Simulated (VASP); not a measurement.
# TiTe2 in VASP: notebook, part 2 of 2

VASP 6.6.1. Earlier steps stand in the parts before.

## 3. Single point, PBE

This run uses another cell than the first one.

File INCAR:

```
ALGO = Normal
DIPOL = 0.5 0.5 0.291
EDIFF = 1E-6
ENCUT = 520
GGA = PE
IDIPOL = 3
ISIF = 2
ISMEAR = 0
LASPH = True
LCHARG = False
LDIPOL = True
LREAL = False
LWAVE = False
NBANDS = 19
NELM = 80
PREC = Accurate
SIGMA = 0.01
```

File KPOINTS:

```
k-points
0
Gamma
  12 12 1
```

File POSCAR:

```
TiTe2
1.0
    3.7641283511      0.0000000000      0.0000000000
   -1.8820641755      3.2598307751      0.0000000000
    0.0000000000      0.0000000000     30.9291448000
Ti Te
1 2
Direct
    0.0000000000      0.0000000000      0.2909876771
    0.3333333333      0.6666666667      0.2335739382
    0.3333333333      0.6666666667      0.3484014160
```

Potentials or basis: VASP PAW PBE potentials, release 64 (Ti_sv, Te).

On the command line:

```bash
$ cat potpaw_PBE.64/Ti_sv/POTCAR potpaw_PBE.64/Te/POTCAR > POTCAR
$ mpirun -np 1 vasp_std > vasp.out
```

OUTCAR:

```text
EDIFF = 1E-6
   ENCUT = 520
   GGA = PE
   ISIF = 2
   ISMEAR = 0
   LASPH = True
   LREAL = False
   NELM = 80
   PREC = Accurate

 ion  position               nearest neighbor table
   1  0.000  0.000  0.291-   2 2.81   3 2.81   2 2.81   3 2.81   2 2.81   3 2.81
   2  0.333  0.667  0.234-   1 2.81   1 2.81   1 2.81   3 3.55
   3  0.333  0.667  0.348-   1 2.81   1 2.81   1 2.81   2 3.55

  LATTYP: Found a hexagonal cell.
 ALAT       =     3.7641283511
 C/A-ratio  =     8.2168146022

  Lattice vectors:

 A1 = (   3.7641283511,   0.0000000000,   0.0000000000)
 A2 = (  -1.8820641755,   3.2598307751,   0.0000000000)
 A3 = (   0.0000000000,   0.0000000000,  30.9291448000)

Analysis of symmetry for initial positions (statically):
=====================================================================
 Subroutine PRICEL returns:
 Original cell was already a primitive cell.

 Routine SETGRP: Setting up the symmetry group for a
 hexagonal supercell.

 Subroutine GETGRP returns: Found 12 space group operations
 (whereof  6 operations were pure point group operations)
 out of a pool of 24 trial point group operations.

The static configuration has the point symmetry C_3v.
 The point group associated with its full space group is D_3h.

Analysis of symmetry for dynamics (positions and initial velocities):
=====================================================================
 Subroutine PRICEL returns:
 Original cell was already a primitive cell.

 Routine SETGRP: Setting up the symmetry group for a
 hexagonal supercell.

 Subroutine GETGRP returns: Found 12 space group operations
 (whereof  6 operations were pure point group operations)
 out of a pool of 24 trial point group operations.

The dynamic configuration has the point symmetry C_3v.
 The point group associated with its full space group is D_3h.

 Subroutine INISYM returns: Found 12 space group operations
 (whereof  6 operations are pure point group operations),
 and found     1 'primitive' translations

----------------------------------------------------------------------------------------

                                     Primitive cell

  volume of cell :     379.5136

  direct lattice vectors                    reciprocal lattice vectors
     3.764128351  0.000000000  0.000000000     0.265665755  0.153382195  0.000000000
    -1.882064176  3.259830775  0.000000000     0.000000000  0.306764390  0.000000000
     0.000000000  0.000000000 30.929144800     0.000000000  0.000000000  0.032331964

  length of vectors
     3.764128351  3.764128351 30.929144800     0.306764390  0.306764390  0.032331964

  position of ions in fractional coordinates (direct lattice)
     0.000000000  0.000000000  0.290987677
     0.333333333  0.666666667  0.233573938
     0.333333333  0.666666667  0.348401416

  ion indices of the primitive-cell ions
   primitive index   ion index
                 1           1
                 2           2
                 3           3

----------------------------------------------------------------------------------------

[... 27 lines left out ...]
  0.083333  0.000000  0.000000      6.000000
  0.166667  0.000000  0.000000      6.000000
  0.250000  0.000000  0.000000      6.000000
  0.333333  0.000000  0.000000      6.000000
  0.416667 -0.000000  0.000000      6.000000
[... 11 lines left out ...]
  0.333333  0.250000  0.000000     12.000000
  0.333333  0.333333  0.000000      2.000000
   k-points           NKPTS =     19   k-points in BZ     NKDIM =     19   number of bands    NBANDS=     19
   number of dos      NEDOS =    301   number of ions     NIONS =      3
   total plane-waves  NPLWV = 188160
   dimension x,y,z NGX =    28 NGY =   28 NGZ =  240
   dimension x,y,z NGXF=    56 NGYF=   56 NGZF=  480
   ions per type =               1   2
   NGX,Y,Z   is equivalent  to a cutoff of  12.37, 12.37, 12.90 a.u.
   NGXF,Y,Z  is equivalent  to a cutoff of  24.73, 24.73, 25.80 a.u.
 SYSTEM =  unknown system
   PREC   = accura    normal or accurate (medium, high low for compatibility)
   ISTART =      0    job   : 0-new  1-cont  2-samecut
   ICHARG =      2    charge: 1-file 2-atom 10-const
   ISPIN  =      1    spin polarized calculation?
   LNONCOLLINEAR =      F non collinear calculations
   LSORBIT =      F    spin-orbit coupling
   LASPH  =      T    aspherical Exc in radial PAW
   ENCUT  =  520.0 eV  38.22 Ry    6.18 a.u.   7.00  7.00 57.51*2*pi/ulx,y,z
   NELM   =     80;   NELMIN=  2; NELMDL= -5     # of ELM steps
   EDIFF  = 0.1E-05   stopping-criterion for ELM
   LREAL  =      F    real-space projection
   EDIFFG = 0.1E-04   stopping-criterion for IOM
   NSW    =      0    number of steps for IOM
   IBRION =     -1    ionic relax: 0-MD 1-quasi-New 2-CG
   NFREE  =      0    steps in history (QN), initial steepest desc. (CG)
   ISIF   =      2    stress and relaxation
   ISYM   =      2    0-nonsym 1-usesym 2-fastsym
   POTIM  = 0.5000    time-step for ionic-motion
   TEBEG  =    0.0;   TEEND  =   0.0 temperature during run
   PSTRESS=    0.0 pullay stress
   NELECT =      24.0000    total number of electrons
   NUPDOWN=      -1.0000    fix difference up-down
   EMIN   =  10.00;   EMAX   =-10.00  energy-range for DOS
   EFERMI =   0.00;   METHOD = LEGACY
   ISMEAR =     0;   SIGMA  =   0.01  broadening in eV -4-tet -1-fermi 0-gaus
   EFERMI_NEDOS =   21; number of points for ismear=-14 and -15
   IALGO  =     38    algorithm
   IMIX   =      4    mixing-type and parameters
     AMIX     =   0.40;   BMIX     =  1.00
     AMIX_MAG =   1.60;   BMIX_MAG =  1.00
  volume/ion in A,a.u.               =     126.50       853.69
  Fermi-wavevector in a.u.,A,eV,Ry     =   0.652233  1.232542  5.788026  0.425408
  Thomas-Fermi vector in A             =   1.722088
   LORBIT       =      0    0 simple, 1 ext, 2 COOP (PROOUT), +10 PAW based schemes
   GGA     = PE    functional components
   LHFCALC =     F    Hartree Fock is set to
   AEXX    =    0.0000 exact exchange contribution
   IVDW    =     0    specifies the selected vdW correction
   LEPSILON=     F    determine dielectric tensor
   LRPA    =     F    only Hartree local field effects (RPA)
 non-spin polarized calculation
 Gauss-broadening in eV      SIGMA  =   0.01
  energy-cutoff  :      520.00
  volume of cell :      379.51
 maximum number of plane-waves:     10273
 NGX is ok and might be reduce to    28
   NGX = 13   NGY = 13   NGZ =115

 dipolmoment           0.000000      0.000000     -0.000013 electrons x Angstroem

 number of electron      23.9999996 magnetization

 dipolmoment           0.000000      0.000000      0.000010 electrons x Angstroem

 Free energy of the ion-electron system (eV)
  ---------------------------------------------------
  ext. energy  EPLUGINS =         0.00000000
  ---------------------------------------------------
  free energy    TOTEN  =       -15.88004017 eV

  energy without entropy =      -15.88004017  energy(sigma->0) =      -15.88004017

 E-fermi :  -2.7776     XC(G=0):  -2.5260

 val. band max:       -2.8780692402   @ k =   0.0000   0.0000   0.0000
 cond. band min:      -2.6536437266   @ k =   0.4167  -0.0000   0.0000
 fundamental gap:      0.2244255136
 Fermi energy:        -2.7776139928

 k-point     1 :       0.0000    0.0000    0.0000
  band No.  band energies     occupation
      1     -59.9679      2.00000
      2     -36.2581      2.00000
      3     -36.2581      2.00000
      4     -36.1074      2.00000
      5     -14.4698      2.00000
      6     -13.5736      2.00000
[... 395 lines left out ...]
      6     -12.3523      2.00000
[... 11 lines left out ...]
     18       1.8492      0.00000
     19       2.4810      0.00000

------------------------ aborting loop because EDIFF is reached ----------------------------------------

 vacuum level on the upper side and lower side of the slab       (xc-potential included)        -0.006        -0.006

  FORCE on cell =-STRESS in cart. coord.  units (eV):
  Direction    XX          YY          ZZ          XY          YZ          ZX
  --------------------------------------------------------------------------------------
  -------------------------------------------------------------------------------------
  Total       -0.1852755     -0.1852755      0.2532535     -0.0000000      0.0000000      0.0000000
  in kB       -0.7821699     -0.7821699      1.0691500     -0.0000000      0.0000000      0.0000000
  external PRESSURE =      -0.1650632 kB  Pullay stress =       0.0000000 kB

 VOLUME and BASIS-vectors are now :
 -----------------------------------------------------------------------------
  energy-cutoff  :      520.00
  volume of cell :      379.51
      direct lattice vectors                 reciprocal lattice vectors
     3.764128351  0.000000000  0.000000000     0.265665755  0.153382195  0.000000000
    -1.882064176  3.259830775  0.000000000     0.000000000  0.306764390  0.000000000
     0.000000000  0.000000000 30.929144800     0.000000000  0.000000000  0.032331964

 POSITION                                       TOTAL-FORCE (eV/Angst)
 -----------------------------------------------------------------------------------
      0.00000      0.00000      9.00000        -0.000000      0.000000      0.000000
     -0.00000      2.17322      7.22424         0.000000     -0.000000     -0.074333
     -0.00000      2.17322     10.77576        -0.000000     -0.000000      0.074333
 -----------------------------------------------------------------------------------
    total drift:                                0.000001     -0.000000      0.000048

  FREE ENERGIE OF THE ION-ELECTRON SYSTEM (eV)
  ---------------------------------------------------
  free  energy   TOTEN  =       -15.8800401687 eV

  energy  without entropy=      -15.8800401687  energy(sigma->0) =      -15.88004017

 vacuum level on the upper side and lower side of the slab         2.490         2.490
```

Run time: 3.2 min. Hardware: 1 thread of Intel Xeon Platinum 8259CL at 2.50GHz (Skylake/Cascade Lake), shared host; peak memory 0.52 GiB.

Results:

```yaml
Free_energy: -15.8800 eV
Largest_force: 0.074 eV/Å
Band_gap_on_the_k_mesh: 0.22 eV (least direct gap 0.59 eV)
```

Forces in eV/Å, atoms in the order of the input:
```
Ti   0.000  0.000  0.000
Te   0.000  0.000 -0.074
Te   0.000  0.000  0.074
```

Caveat: semilocal functionals underestimate gaps, and a narrow one can read as zero; spin-orbit coupling is left out, which moves the levels of the heavy elements.
